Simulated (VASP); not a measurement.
# As (P6_3/mmc) in VASP: further runs

The runs below take As through single point, with PBE.

Everything below comes from runs of VASP 6.6.1. Logs are shortened: lines on timing, memory, paths and dates and some standing lists are left out, and cuts for length are marked.

## 1. The cell of the first run

Symmetry: P6_3/mmc, No. 194, hexagonal system. The conventional cell has a = 2.684 Å, b = 2.684 Å, c = 4.228 Å, α = 90.00°, β = 90.00°, γ = 120.00°. As (site symmetry -6m2) has 12 As at 2.62 to 2.68 Å within 3.5 Å.

## 2. Single point, PBE

INCAR reads:

```
SYSTEM = As
  ALGO = Normal
  EDIFF = 1E-6
  ENCUT = 520
  GGA = PE
  ISIF = 2
  ISMEAR = -1
  LASPH = .TRUE.
  LCHARG = .FALSE.
  LREAL = .FALSE.
  LWAVE = .FALSE.
  NBANDS = 12
  NELM = 80
  PREC = Accurate
  SIGMA = 0.1
```

KPOINTS reads:

```
k-points
0
G
  16 16 9
  0 0 0
```

POSCAR reads:

```
As
1.0
    2.6841856710      0.0000000000      0.0000000000
   -1.3420928355      2.3245729796      0.0000000000
    0.0000000000      0.0000000000      4.2279582027
As
2
Direct
    0.3333333333      0.6666666667      0.2500000000
    0.6666666667      0.3333333333      0.7500000000
```

Potentials or basis: VASP PAW PBE potentials, release 64 (As).

Started as:

```sh
cat potpaw_PBE.64/As/POTCAR > POTCAR
mpirun -np 1 vasp_std > vasp.out
```

OUTCAR:

```text
SYSTEM = As
   EDIFF = 1E-6
   ENCUT = 520
   GGA = PE
   ISIF = 2
   ISMEAR = -1
   LASPH = .TRUE.
   LREAL = .FALSE.
   NELM = 80
   PREC = Accurate

 ion  position               nearest neighbor table
   1  0.333  0.667  0.250-   2 2.62   2 2.62   2 2.62   2 2.62   2 2.62   2 2.62
   2  0.667  0.333  0.750-   1 2.62   1 2.62   1 2.62   1 2.62   1 2.62   1 2.62

  LATTYP: Found a hexagonal cell.
 ALAT       =     2.6841856710
 C/A-ratio  =     1.5751362688

  Lattice vectors:

 A1 = (   2.6841856710,   0.0000000000,   0.0000000000)
 A2 = (  -1.3420928355,   2.3245729796,   0.0000000000)
 A3 = (   0.0000000000,   0.0000000000,   4.2279582027)

Analysis of symmetry for initial positions (statically):
=====================================================================
 Subroutine PRICEL returns:
 Original cell was already a primitive cell.

 Routine SETGRP: Setting up the symmetry group for a
 hexagonal supercell.

 Subroutine GETGRP returns: Found 24 space group operations
 (whereof 12 operations were pure point group operations)
 out of a pool of 24 trial point group operations.

The static configuration has the point symmetry D_3d.
 The point group associated with its full space group is D_6h.

Analysis of symmetry for dynamics (positions and initial velocities):
=====================================================================
 Subroutine PRICEL returns:
 Original cell was already a primitive cell.

 Routine SETGRP: Setting up the symmetry group for a
 hexagonal supercell.

 Subroutine GETGRP returns: Found 24 space group operations
 (whereof 12 operations were pure point group operations)
 out of a pool of 24 trial point group operations.

The dynamic configuration has the point symmetry D_3d.
 The point group associated with its full space group is D_6h.

 Subroutine INISYM returns: Found 24 space group operations
 (whereof 12 operations are pure point group operations),
 and found     1 'primitive' translations

----------------------------------------------------------------------------------------

                                     Primitive cell

  volume of cell :      26.3807

  direct lattice vectors                    reciprocal lattice vectors
     2.684185671  0.000000000  0.000000000     0.372552469  0.215093268  0.000000000
    -1.342092835  2.324572980  0.000000000     0.000000000  0.430186537  0.000000000
     0.000000000  0.000000000  4.227958203     0.000000000  0.000000000  0.236520787

  length of vectors
     2.684185671  2.684185671  4.227958203     0.430186537  0.430186537  0.236520787

  position of ions in fractional coordinates (direct lattice)
     0.333333333  0.666666667  0.250000000
     0.666666667  0.333333333  0.750000000

  ion indices of the primitive-cell ions
   primitive index   ion index
                 1           1
                 2           2

----------------------------------------------------------------------------------------

 KPOINTS: k-points

Automatic generation of k-mesh.
 Grid dimensions read from file:
 generate k-points for:   16   16    9

 Generating k-lattice:

  Cartesian coordinates                     Fractional coordinates (reciprocal lattice)
     0.023284529  0.013443329  0.000000000     0.062500000  0.000000000  0.000000000
     0.000000000  0.026886659  0.000000000     0.000000000  0.062500000  0.000000000
     0.000000000  0.000000000  0.026280087     0.000000000  0.000000000  0.111111111

  Length of vectors
     0.026886659  0.026886659  0.026280087

  Shift w.r.t. Gamma in fractional coordinates (k-lattice)
     0.000000000  0.000000000  0.000000000

 Subroutine IBZKPT returns following result:
 ===========================================

 Found    150 irreducible k-points:

 Following reciprocal coordinates:
            Coordinates               Weight
  0.000000  0.000000  0.000000      1.000000
  0.062500  0.000000  0.000000      6.000000
  0.125000  0.000000  0.000000      6.000000
  0.187500  0.000000  0.000000      6.000000
  0.250000  0.000000  0.000000      6.000000
  0.312500 -0.000000  0.000000      6.000000
[... 16 lines left out ...]
  0.187500  0.187500  0.000000      6.000000
  0.250000  0.187500  0.000000     12.000000
 [... further k-points ...]
   k-points           NKPTS =    150   k-points in BZ     NKDIM =    150   number of bands    NBANDS=     12
   number of dos      NEDOS =    301   number of ions     NIONS =      2
   total plane-waves  NPLWV =  12800
   dimension x,y,z NGX =    20 NGY =   20 NGZ =   32
   dimension x,y,z NGXF=    40 NGYF=   40 NGZF=   64
   ions per type =               2
   NGX,Y,Z   is equivalent  to a cutoff of  12.39, 12.39, 12.58 a.u.
   NGXF,Y,Z  is equivalent  to a cutoff of  24.77, 24.77, 25.17 a.u.
 SYSTEM =  As
   PREC   = accura    normal or accurate (medium, high low for compatibility)
   ISTART =      0    job   : 0-new  1-cont  2-samecut
   ICHARG =      2    charge: 1-file 2-atom 10-const
   ISPIN  =      1    spin polarized calculation?
   LNONCOLLINEAR =      F non collinear calculations
   LSORBIT =      F    spin-orbit coupling
   LASPH  =      T    aspherical Exc in radial PAW
   ENCUT  =  520.0 eV  38.22 Ry    6.18 a.u.   4.99  4.99  7.86*2*pi/ulx,y,z
   NELM   =     80;   NELMIN=  2; NELMDL= -5     # of ELM steps
   EDIFF  = 0.1E-05   stopping-criterion for ELM
   LREAL  =      F    real-space projection
   EDIFFG = 0.1E-04   stopping-criterion for IOM
   NSW    =      0    number of steps for IOM
   IBRION =     -1    ionic relax: 0-MD 1-quasi-New 2-CG
   NFREE  =      0    steps in history (QN), initial steepest desc. (CG)
   ISIF   =      2    stress and relaxation
   ISYM   =      2    0-nonsym 1-usesym 2-fastsym
   POTIM  = 0.5000    time-step for ionic-motion
   TEBEG  =    0.0;   TEEND  =   0.0 temperature during run
   PSTRESS=    0.0 pullay stress
   NELECT =      10.0000    total number of electrons
   NUPDOWN=      -1.0000    fix difference up-down
   EMIN   =  10.00;   EMAX   =-10.00  energy-range for DOS
   EFERMI =   0.00;   METHOD = LEGACY
   ISMEAR =    -1;   SIGMA  =   0.10  broadening in eV -4-tet -1-fermi 0-gaus
   EFERMI_NEDOS =   21; number of points for ismear=-14 and -15
   IALGO  =     38    algorithm
   IMIX   =      4    mixing-type and parameters
     AMIX     =   0.40;   BMIX     =  1.00
     AMIX_MAG =   1.60;   BMIX_MAG =  1.00
  volume/ion in A,a.u.               =      13.19        89.01
  Fermi-wavevector in a.u.,A,eV,Ry     =   1.184803  2.238952 19.099278  1.403757
  Thomas-Fermi vector in A             =   2.321009
   LORBIT       =      0    0 simple, 1 ext, 2 COOP (PROOUT), +10 PAW based schemes
   GGA     = PE    functional components
   LHFCALC =     F    Hartree Fock is set to
   AEXX    =    0.0000 exact exchange contribution
   IVDW    =     0    specifies the selected vdW correction
   LEPSILON=     F    determine dielectric tensor
   LRPA    =     F    only Hartree local field effects (RPA)
 non-spin polarized calculation
  energy-cutoff  :      520.00
  volume of cell :       26.38
 maximum number of plane-waves:       728
 NGX is ok and might be reduce to    20
   NGX =  9   NGY =  9   NGZ = 15

 number of electron      10.0000001 magnetization

 Free energy of the ion-electron system (eV)
  ---------------------------------------------------
  ext. energy  EPLUGINS =         0.00000000
  ---------------------------------------------------
  free energy    TOTEN  =        -6.48327826 eV

  energy without entropy =       -6.45583778  energy(sigma->0) =       -6.46955802

 E-fermi :  11.4974     XC(G=0): -12.4643

 val. band max:       11.4635232793   @ k =   0.2500   0.1875   0.1111
 cond. band min:      11.5009709278   @ k =   0.2500   0.0625   0.2222
 fundamental gap:      0.0374476485
 Fermi energy:        11.4974200387

 k-point     1 :       0.0000    0.0000    0.0000
  band No.  band energies     occupation
      1      -7.7123      2.00000
      2      -0.0026      2.00000
      3       1.6790      2.00000
      4      17.0147      0.00000
      5      17.0147      0.00000
      6      19.6642      0.00000
      7      19.6642      0.00000
      8      21.7957      0.00000
      9      22.7788      0.00000
     10      24.2044      0.00000
     11      25.6956      0.00000
     12      25.6956      0.00000

 k-point     2 :       0.0625    0.0000    0.0000
  band No.  band energies     occupation
      1      -7.6038      2.00000
      2       0.0994      2.00000
      3       1.7904      2.00000
      4      15.7274      0.00000
      5      16.4580      0.00000
      6      19.2262      0.00000
      7      20.0379      0.00000
      8      21.5430      0.00000
      9      23.2746      0.00000
     10      24.0296      0.00000
     11      25.4841      0.00000
     12      25.9936      0.00000

 k-point     3 :       0.1250    0.0000    0.0000
  band No.  band energies     occupation
      1      -7.2784      2.00000
      2       0.4046      2.00000
      3       2.1234      2.00000
      4      13.2873      0.00000
      5      15.4130      0.00000
      6      18.0671      0.00000
      7      20.3306      0.00000
      8      20.6351      0.00000
      9      21.6603      0.00000
     10      25.2601      0.00000
     11      25.7322      0.00000
     12      25.7388      0.00000
[... 286 lines left out ...]
 k-point    23 :       0.1875    0.1875    0.0000
  band No.  band energies     occupation
      1      -4.7937      2.00000
      2       2.6286      2.00000
      3       4.6138      2.00000
      4       7.0607      2.00000
      5       8.4441      2.00000
      6      14.3937      0.00000
      7      15.1785      0.00000
      8      15.3589      0.00000
      9      19.3615      0.00000
     10      23.2172      0.00000
     11      24.2189      0.00000
     12      27.5597      0.00000

 k-point    24 :       0.2500    0.1875    0.0000
  band No.  band energies     occupation
      1      -3.7259      2.00000
      2       3.2586      2.00000
      3       5.5891      2.00000
      4       5.6513      2.00000
      5       7.3851      2.00000
      6      12.5366      0.00006
      7      13.7934      0.00000
      8      14.2823      0.00000
      9      18.1585      0.00000
     10      23.0943      0.00000
     11      26.1896      0.00000
     12      28.4367      0.00000

 [... further k-points ...]

------------------------ aborting loop because EDIFF is reached ----------------------------------------

  FORCE on cell =-STRESS in cart. coord.  units (eV):
  Direction    XX          YY          ZZ          XY          YZ          ZX
  --------------------------------------------------------------------------------------
  -------------------------------------------------------------------------------------
  Total       11.3593013     11.3593013     11.3983682     -0.0000000     -0.0000000      0.0000000
  in kB      689.8835299    689.8835299    692.2561751     -0.0000000     -0.0000000      0.0000000
  external PRESSURE =     690.6744116 kB  Pullay stress =       0.0000000 kB

 VOLUME and BASIS-vectors are now :
 -----------------------------------------------------------------------------
  energy-cutoff  :      520.00
  volume of cell :       26.38
      direct lattice vectors                 reciprocal lattice vectors
     2.684185671  0.000000000  0.000000000     0.372552469  0.215093268  0.000000000
    -1.342092835  2.324572980  0.000000000     0.000000000  0.430186537  0.000000000
     0.000000000  0.000000000  4.227958203     0.000000000  0.000000000  0.236520787

 POSITION                                       TOTAL-FORCE (eV/Angst)
 -----------------------------------------------------------------------------------
     -0.00000      1.54972      1.05699         0.000000      0.000000      0.000000
      1.34209      0.77486      3.17097        -0.000000     -0.000000      0.000000
 -----------------------------------------------------------------------------------
    total drift:                                0.000000     -0.000000      0.000000

  FREE ENERGIE OF THE ION-ELECTRON SYSTEM (eV)
  ---------------------------------------------------
  free  energy   TOTEN  =        -6.4832782586 eV

  energy  without entropy=       -6.4558377786  energy(sigma->0) =       -6.46955802
```

Wall time 14 s (1 thread of AMD EPYC 9R45 (Zen 5), shared host); peak memory 0.13 GiB.

What came out:

```yaml
Free_energy: -6.4833 eV
Pressure: 69.1 GPa
Band_gap_on_the_k_mesh: zero (band 5 reaches 18.26 eV, above the bottom of band 6 at 6.34 eV)
```

Stress tensor (GPa, compression positive):
```
68.99  0.00  0.00
 0.00 68.99  0.00
 0.00  0.00 69.23
```

## 3. Single point, PBE (volume scaled by 0.68, source ansatz)

INCAR reads:

```
PREC = Accurate
ENCUT = 520
EDIFF = 1E-6
ISMEAR = -1
SIGMA = 0.1
LREAL = False
LASPH = True
NELM = 80
ALGO = Normal
ISIF = 2
LWAVE = False
LCHARG = True
GGA = PE
LELF = True
LVHAR = True
NBANDS = 12
```

KPOINTS reads:

```
regular mesh
0
Gamma
  16 16 9
```

POSCAR is that of step 2.

Potentials or basis: VASP PAW PBE potentials, release 64 (As).

Started as:

```sh
cat potpaw_PBE.64/As/POTCAR > POTCAR
mpirun -np 1 vasp_std > vasp.out
```

Run time: 14 s. Hardware: 1 thread of AMD EPYC 9R45 (Zen 5), shared host; peak memory 0.13 GiB.

The run converged. Its results:

```
Free energy            : -6.4833 eV
Pressure               : 69.1 GPa
Band gap on the k mesh : zero (band 5 reaches 18.26 eV, above the bottom of band 6 at 6.34 eV)
```

Stress tensor (GPa, compression positive):
```
68.99  0.00  0.00
 0.00 68.99  0.00
 0.00  0.00 69.23
```

Levels at points of the mesh, in eV from the Fermi level:
| k point | band 3 | band 4 | band 5 | band 6 | band 7 | band 8 |
| --- | --- | --- | --- | --- | --- | --- |
| (0.00, 0.00, 0.00) | -9.82 | 5.52 | 5.52 | 8.17 | 8.17 | 10.30 |
| (0.50, 0.00, 0.00) | -5.00 | -4.21 | -4.09 | -1.22 | 0.21 | 4.88 |

Caveat: the cell differs from its parent crystal (volume scaled by 0.68, source ansatz).

## 4. Single point, PBE

This run uses another cell than the first one, of 15.13 Å³/atom, 1.147 times its volume.

INCAR reads:

```
  PREC = Accurate
  ENCUT = 520
  EDIFF = 1E-6
  ISMEAR = -1
  SIGMA = 0.1
  LREAL = False
  LASPH = True
  NELM = 80
  ALGO = Normal
  ISIF = 2
  LWAVE = False
  LCHARG = False
  GGA = PE
  NBANDS = 12
```

KPOINTS reads:

```
Automatic mesh
0
Gamma
  16 16 9
```

POSCAR reads:

```
As
1.0
    2.8146363669      0.0000000000      0.0000000000
   -1.4073181835      2.4375465962      0.0000000000
    0.0000000000      0.0000000000      4.4105920774
As
2
Direct
    0.3333333333      0.6666666667      0.2500000000
    0.6666666667      0.3333333333      0.7500000000
```

Potentials or basis: VASP PAW PBE potentials, release 64 (As).

Started as:

```sh
cat potpaw_PBE.64/As/POTCAR > POTCAR
mpirun -np 1 vasp_std > vasp.out
```

OUTCAR:

```text
PREC = Accurate
   ENCUT = 520
   EDIFF = 1E-6
   ISMEAR = -1
   LREAL = False
   LASPH = True
   NELM = 80
   ISIF = 2
   GGA = PE

 ion  position               nearest neighbor table
   1  0.333  0.667  0.250-   2 2.74   2 2.74   2 2.74   2 2.74   2 2.74   2 2.74
   2  0.667  0.333  0.750-   1 2.74   1 2.74   1 2.74   1 2.74   1 2.74   1 2.74

  LATTYP: Found a hexagonal cell.
 ALAT       =     2.8146363669
 C/A-ratio  =     1.5670202124

  Lattice vectors:

[... 549 lines left out ...]
 [... further k-points ...]

------------------------ aborting loop because EDIFF is reached ----------------------------------------

  FORCE on cell =-STRESS in cart. coord.  units (eV):
  Direction    XX          YY          ZZ          XY          YZ          ZX
  --------------------------------------------------------------------------------------
  -------------------------------------------------------------------------------------
  Total        6.2074480      6.2074480      6.2138857     -0.0000000      0.0000000     -0.0000000
  in kB      328.6635632    328.6635632    329.0044178     -0.0000000      0.0000000     -0.0000000
  external PRESSURE =     328.7771814 kB  Pullay stress =       0.0000000 kB

 VOLUME and BASIS-vectors are now :
 -----------------------------------------------------------------------------
  energy-cutoff  :      520.00
  volume of cell :       30.26
      direct lattice vectors                 reciprocal lattice vectors
     2.814636367  0.000000000  0.000000000     0.355285682  0.205124284  0.000000000
    -1.407318183  2.437546596  0.000000000     0.000000000  0.410248568  0.000000000
     0.000000000  0.000000000  4.410592077     0.000000000  0.000000000  0.226726930

 POSITION                                       TOTAL-FORCE (eV/Angst)
 -----------------------------------------------------------------------------------
     -0.00000      1.62503      1.10265        -0.000000      0.000000      0.000000
      1.40732      0.81252      3.30794         0.000000     -0.000000      0.000000
 -----------------------------------------------------------------------------------
    total drift:                               -0.000000      0.000000      0.000000

  FREE ENERGIE OF THE ION-ELECTRON SYSTEM (eV)
  ---------------------------------------------------
  free  energy   TOTEN  =        -7.6731909356 eV

  energy  without entropy=       -7.6440395532  energy(sigma->0) =       -7.65861524
```

Wall time 21 s (1 thread of AMD EPYC 9R45 (Zen 5), shared host); peak memory 0.15 GiB.

Results:

* Free energy: -7.6732 eV
* Pressure: 32.9 GPa
* Band gap on the k mesh: zero (band 5 reaches 15.14 eV, above the bottom of band 6 at 5.11 eV)

Levels at points of the mesh, in eV from the Fermi level:
| k point | band 1 | band 2 | band 3 | band 4 | band 5 | band 6 | band 7 | band 8 | band 9 | band 10 |
| --- | --- | --- | --- | --- | --- | --- | --- | --- | --- | --- |
| (0.00, 0.00, 0.00) | -17.52 | -10.91 | -8.52 | 4.62 | 4.62 | 7.01 | 7.01 | 8.70 | 10.17 | 12.29 |
| (0.50, 0.00, 0.00) | -12.19 | -10.52 | -5.07 | -3.76 | -3.50 | -0.77 | 0.16 | 4.90 | 5.47 | 10.43 |
